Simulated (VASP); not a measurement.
A run of VASP 6.6.1 is set up as follows.

File INCAR:

```
SYSTEM = Fe
  ALGO = Normal
  EDIFF = 1E-6
  ENCUT = 520
  GGA = PE
  ISIF = 2
  ISMEAR = -1
  ISPIN = 2
  LASPH = .TRUE.
  LCHARG = .FALSE.
  LMAXMIX = 4
  LORBIT = 11
  LREAL = .FALSE.
  LWAVE = .FALSE.
  MAGMOM = 3
  NBANDS = 14
  NELM = 150
  PREC = Accurate
  SIGMA = 0.05
```

The input KPOINTS:

```
k-points
0
G
  13 13 13
  0 0 0
```

Contents of POSCAR:

```
Fe
1.0
    0.0000000000      1.9154967481      1.9385464314
    1.4781880421      0.0000000000      1.9385464314
    1.4781880421      1.9154967481      0.0000000000
Fe
1
Direct
    0.0000000000      0.0000000000      0.0000000000
```

Potentials or basis: VASP PAW PBE potentials, release 64 (Fe).

Command:

```sh
$ cat potpaw_PBE.64/Fe/POTCAR > POTCAR
$ mpirun -np 1 vasp_std > vasp.out
```

Q: What does it give for the net moment?

A: 2.11 μB per cell.

Q: Predict the pressure.

A: 6.9 GPa.

Stress tensor (GPa, compression positive):
```
 0.16  0.00  0.00
 0.00 11.20  0.00
 0.00  0.00  9.32
```
